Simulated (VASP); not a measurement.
Write the native input for VASP 6.6.1 that does the following.

```
Task                   : single point
Functional             : PBE
Potentials or basis    : VASP PAW PBE potentials, release 64 (Sc_sv, Si, O)
Cutoff                 : 520 eV
k mesh                 : 6 × 6 × 6
Occupations            : gaussian, width 0.1 eV
Spin                   : collinear spin, ferromagnetic start
Starting moments       : [0.0, 0.0, 0.0, 1.0, 1.0, 1.0] μB
Dipole correction      : no
Further INCAR settings : ALGO = Normal; EDIFF = 1e-06; NBANDS = 32
```

The structure of ScSi2O3 lies in POSCAR:

```
ScSi2O3
1.0
    2.4432287500      1.4105987800      3.5683064700
   -2.4432287500      1.4105987800      3.5683064700
    0.0000000000     -2.8211975500      3.5683064700
Sc Si O
1 2 3
Direct
    0.0000000000      0.0000000000      0.0000000000
    0.6276879900      0.6276879900      0.6276879900
    0.3723120100      0.3723120100      0.3723120100
    0.0000000000      0.5000000000      0.0000000000
    0.5000000000      0.0000000000      0.0000000000
    0.0000000000      0.0000000000      0.5000000000
```

The input as run:

INCAR

```
SYSTEM = ScSi2O3
ALGO     = Normal         ! electronic algorithm
EDIFF    = 1E-6           ! SCF threshold, eV
ENCUT    = 520            ! plane-wave cutoff, eV
GGA      = PE             ! functional
ISIF     = 2              ! what is computed and relaxed
ISMEAR   = 0              ! smearing method
ISPIN    = 2              ! spin polarisation
LASPH    = .TRUE.         ! aspherical terms in the spheres
LCHARG   = .FALSE.        ! write CHGCAR
LMAXMIX  = 4              ! l up to which the mixer works
LORBIT   = 11             ! projections on sites
LREAL    = .FALSE.        ! projectors in reciprocal space
LWAVE    = .FALSE.        ! write WAVECAR
MAGMOM   = 0 0 0 1 1 1    ! initial moments
NBANDS   = 32             ! bands
NELM     = 150            ! most SCF steps
PREC     = Accurate       ! precision mode
SIGMA    = 0.1            ! smearing width, eV
```

KPOINTS

```
k-points
0
G
  6 6 6
  0 0 0
```

Potentials or basis: VASP PAW PBE potentials, release 64 (Sc_sv, Si, O).

Run with:

```console
$ cat potpaw_PBE.64/Sc_sv/POTCAR potpaw_PBE.64/Si/POTCAR potpaw_PBE.64/O/POTCAR > POTCAR
$ mpirun -np 1 vasp_std > vasp.out
```

Results of the run:

```
Pressure                                              : -6.1 GPa
Largest force                                         : 0.770 eV/Å
Net moment                                            : 0.00 μB per cell
Valence electrons inside the program's atomic spheres : Sc 9.41; Si 1.46; O 4.84
```

Wall time 5.8 min on 1 thread of Intel Xeon 8259CL, on a shared host, peak memory 0.31 GiB.
